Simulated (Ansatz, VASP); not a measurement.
LaNb2N3 in VASP and in Ansatz

```
La Nb N
1.0
     3.58150    0.00000    0.00000
     0.00000    3.58150    0.00000
     0.00000    0.00000    8.06753
La Nb N
1 2 3
Direct
  0.00000 0.00000 0.50000
  0.50000 0.50000 0.23178
  0.50000 0.50000 0.76822
  0.50000 0.50000 0.00000
  0.00000 0.00000 0.00000
  0.50000 0.50000 0.50000
```

Alike in both runs: functional PBE; k mesh 4 × 4 × 4; occupations gaussian, width 0.1 eV; collinear spin.

Ansatz relaxed the structure, and its values are those at the end. VASP's run is a single point on that final structure, the one shown.

```csv
,VASP,Ansatz
version,VASP 6.6.1,Ansatz 0.2.0
potentials or method,"VASP PAW PBE potentials, release 64 (La, Nb_sv, N), cutoff 520 eV","scalar-relativistic, plane waves, PAW"
valence electrons in the cell,52,52
```

|  | VASP | Ansatz | Ansatz less VASP |
| --- | --- | --- | --- |
| gap on the k mesh at the Fermi level (eV) | none | none | - |
| pressure (GPa) | -0.3 | -0.1 | +0.20 |
| rms of the force components (eV/Å) | 0.011 | 0.008 | -0.0028 |
| net moment per atom (μB) | 0.13 | 0.13 | +0.002 |
| size of the moment on the site where the two differ most (μB) | 0.76 | 0.97 | +0.213 |

Site moments also hang on the region over which each program counts them. A gap of «none» marks a metal or a gap that the smearing closes. Ansatz's warnings: no starting moments.

The k mesh is coarse, so the values compare programs but aren't converged. Neither program's run includes spin-orbit coupling.
